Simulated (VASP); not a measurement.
# Sb (P4/mmm) in VASP: a series of runs, part 2 of 2

VASP 6.6.1.

### Step 4. Single point, PBEsol (strain +0.0175 x Voigt [1, 0, 0, 0, 0, 0])

The input, INCAR:

```
PREC     = Accurate       # precision mode
ENCUT    = 520            # plane-wave cutoff, eV
EDIFF    = 1E-7           # SCF threshold, eV
ISMEAR   = 0              # smearing method
SIGMA    = 0.15           # smearing width, eV
LREAL    = False          # projectors in reciprocal space
LASPH    = True           # aspherical terms in the spheres
NELM     = 80             # most SCF steps
ALGO     = Normal         # electronic algorithm
ISIF     = 2              # what is computed and relaxed
LWAVE    = False          # write WAVECAR
LCHARG   = False          # write CHGCAR
GGA      = PS             # functional
NBANDS   = 8              # bands
```

The input, KPOINTS:

```
Automatic mesh
0
Gamma
  16 16 16
```

The input, POSCAR:

```
Sb
1.0
    3.2153000000      0.0000000000      0.0000000000
    0.0000000000      3.1600000000      0.0000000000
    0.0000000000      0.0000000000      3.1600000000
Sb
1
Direct
    0.0000000000      0.0000000000      0.0000000000
```

Potentials or basis: VASP PAW PBE potentials, release 64 (Sb).

Command:

```bash
$ cat potpaw_PBE.64/Sb/POTCAR > POTCAR
$ mpirun -np 1 vasp_std > vasp.out
```

OUTCAR:

```text
PREC = Accurate
   ENCUT = 520
   EDIFF = 1E-7
   ISMEAR = 0
   LREAL = False
   LASPH = True
   NELM = 80
   ISIF = 2
   GGA = PS

 ion  position               nearest neighbor table
   1  0.000  0.000  0.000-

  LATTYP: Found a simple tetragonal cell.
 ALAT       =     3.1600000000
 C/A-ratio  =     1.0175000000

  Lattice vectors:

 A1 = (   0.0000000000,   3.1600000000,   0.0000000000)
 A2 = (   0.0000000000,   0.0000000000,   3.1600000000)
 A3 = (   3.2153000000,   0.0000000000,   0.0000000000)

Analysis of symmetry for initial positions (statically):
=====================================================================
 Subroutine PRICEL returns:
 Original cell was already a primitive cell.

 Routine SETGRP: Setting up the symmetry group for a
 simple tetragonal supercell.

 Subroutine GETGRP returns: Found 16 space group operations
 (whereof 16 operations were pure point group operations)
 out of a pool of 16 trial point group operations.

The static configuration has the point symmetry D_4h.

Analysis of symmetry for dynamics (positions and initial velocities):
=====================================================================
 Subroutine PRICEL returns:
 Original cell was already a primitive cell.

 Routine SETGRP: Setting up the symmetry group for a
 simple tetragonal supercell.

 Subroutine GETGRP returns: Found 16 space group operations
 (whereof 16 operations were pure point group operations)
 out of a pool of 16 trial point group operations.

The dynamic configuration has the point symmetry D_4h.

 Subroutine INISYM returns: Found 16 space group operations
 (whereof 16 operations are pure point group operations),
 and found     1 'primitive' translations

----------------------------------------------------------------------------------------

                                     Primitive cell

[... 109 lines left out ...]
  volume/ion in A,a.u.               =      32.11       216.67
  Fermi-wavevector in a.u.,A,eV,Ry     =   0.880778  1.664428 10.554981  0.775769
  Thomas-Fermi vector in A             =   2.001184
   LORBIT       =      0    0 simple, 1 ext, 2 COOP (PROOUT), +10 PAW based schemes
   GGA     = PS    functional components
   LHFCALC =     F    Hartree Fock is set to
   AEXX    =    0.0000 exact exchange contribution
   IVDW    =     0    specifies the selected vdW correction
   LEPSILON=     F    determine dielectric tensor
   LRPA    =     F    only Hartree local field effects (RPA)
 non-spin polarized calculation
 Gauss-broadening in eV      SIGMA  =   0.15
  energy-cutoff  :      520.00
  volume of cell :       32.11
 maximum number of plane-waves:       888
 NGX is ok and might be reduce to    24
   NGX = 11   NGY = 11   NGZ = 11

 number of electron       5.0000001 magnetization

 Free energy of the ion-electron system (eV)
  ---------------------------------------------------
  ext. energy  EPLUGINS =         0.00000000
  ---------------------------------------------------
  free energy    TOTEN  =        -4.46941735 eV

  energy without entropy =       -4.46325246  energy(sigma->0) =       -4.46633491

 E-fermi :   6.0877     XC(G=0):  -9.4473

 val. band max:        6.0775689967   @ k =   0.0000   0.1875   0.1875
 cond. band min:       6.1022833828   @ k =   0.4375   0.2500   0.0000
 fundamental gap:      0.0247143862
 Fermi energy:         6.0877494277

 k-point     1 :       0.0000    0.0000    0.0000
  band No.  band energies     occupation
      1      -5.7676      2.00000
      2       8.8704      0.00000
      3       9.3171      0.00000
      4       9.3171      0.00000
      5      12.8156      0.00000
      6      13.0757      0.00000
      7      13.8446      0.00000
      8      23.3208      0.00000
[... 243 lines left out ...]
 k-point    24 :       0.3125    0.1250    0.0000
  band No.  band energies     occupation
      1      -4.3977      2.00000
      2       3.1717      2.00000
      3       8.3220      0.00000
      4      10.5557      0.00000
      5      14.5583      0.00000
      6      15.5520      0.00000
      7      17.3384      0.00000
      8      19.0116      0.00000

 [... further k-points ...]

------------------------ aborting loop because EDIFF is reached ----------------------------------------

  FORCE on cell =-STRESS in cart. coord.  units (eV):
  Direction    XX          YY          ZZ          XY          YZ          ZX
  --------------------------------------------------------------------------------------
  -------------------------------------------------------------------------------------
  Total       -1.2782612     -1.0079447     -1.0079447      0.0000000      0.0000000      0.0000000
  in kB      -63.7873469    -50.2981057    -50.2981057      0.0000000      0.0000000      0.0000000
  external PRESSURE =     -54.7945195 kB  Pullay stress =       0.0000000 kB

 VOLUME and BASIS-vectors are now :
 -----------------------------------------------------------------------------
  energy-cutoff  :      520.00
  volume of cell :       32.11
      direct lattice vectors                 reciprocal lattice vectors
     3.215300000  0.000000000  0.000000000     0.311012969  0.000000000  0.000000000
     0.000000000  3.160000000  0.000000000     0.000000000  0.316455696  0.000000000
     0.000000000  0.000000000  3.160000000     0.000000000  0.000000000  0.316455696

 POSITION                                       TOTAL-FORCE (eV/Angst)
 -----------------------------------------------------------------------------------
      0.00000      0.00000      0.00000         0.000000      0.000000      0.000000
 -----------------------------------------------------------------------------------
    total drift:                                0.000000      0.000000      0.000000

  FREE ENERGIE OF THE ION-ELECTRON SYSTEM (eV)
  ---------------------------------------------------
  free  energy   TOTEN  =        -4.4694173513 eV

  energy  without entropy=       -4.4632524618  energy(sigma->0) =       -4.46633491
```

OSZICAR:

```text
N       E                     dE             d eps       ncg     rms          rms(c)
DAV:   1     0.461650782961E+01    0.46165E+01   -0.16102E+03  6504   0.402E+02
DAV:   2    -0.435096951941E+01   -0.89675E+01   -0.86436E+01  9104   0.508E+01
DAV:   3    -0.447017539664E+01   -0.11921E+00   -0.11882E+00  7640   0.665E+00
DAV:   4    -0.447072157018E+01   -0.54617E-03   -0.54617E-03  9864   0.549E-01
DAV:   5    -0.447072377373E+01   -0.22036E-05   -0.22037E-05  8216   0.225E-02    0.162E+00
DAV:   6    -0.446991981100E+01    0.80396E-03   -0.98078E-04  8320   0.166E-01    0.944E-01
DAV:   7    -0.446941176542E+01    0.50805E-03   -0.21360E-03  7192   0.242E-01    0.641E-02
DAV:   8    -0.446941670382E+01   -0.49384E-05   -0.58846E-05  8336   0.503E-02    0.594E-03
DAV:   9    -0.446941756947E+01   -0.86565E-06   -0.97758E-07  9632   0.727E-03    0.240E-03
DAV:  10    -0.446941730503E+01    0.26444E-06   -0.31964E-07  8192   0.278E-03    0.402E-04
DAV:  11    -0.446941735129E+01   -0.46253E-07   -0.51715E-09  5528   0.475E-04
   1 F= -.44694174E+01 E0= -.44663349E+01  d E =-.616489E-02
```

Wall time 71 s (1 thread of Intel Xeon 8259CL, shared host); peak memory 0.22 GiB.

What came out:

| Property | Result |
| --- | --- |
| Free energy | -4.4694 eV |
| Pressure | -5.5 GPa |

Stress tensor (GPa, compression positive):
```
-6.38  0.00  0.00
 0.00 -5.03  0.00
 0.00  0.00 -5.03
```

Caveat: the cell differs from its parent crystal (strain +0.0175 x Voigt [1, 0, 0, 0, 0, 0]); the PAW data sets were made with another functional, which shifts forces and pressure a little; spin-orbit coupling is left out, which moves the levels of the heavy elements.

### Step 5. The runs side by side

| cell | gap on the mesh (eV) | pressure (GPa) |
| --- | --- | --- |
| a = 3.207, b = 3.160, c = 3.160 Å, 1 atom | none | -5.4 |
| a = 3.223, b = 3.160, c = 3.160 Å, 1 atom | none | -5.6 |
| a = 3.215, b = 3.160, c = 3.160 Å, 1 atom | none | -5.5 |

Alike in all rows: task single point; level PBEsol; potentials or basis VASP PAW PBE potentials, release 64 (Sb); no spin polarisation; k mesh 16 × 16 × 16; cutoff (eV) 520; smearing gaussian 0.15 eV.

Caveats: the PAW data sets were made with another functional, which shifts forces and pressure a little; spin-orbit coupling is left out, which moves the levels of the heavy elements.

Absolute energies hang on the potentials; compare differences alone.
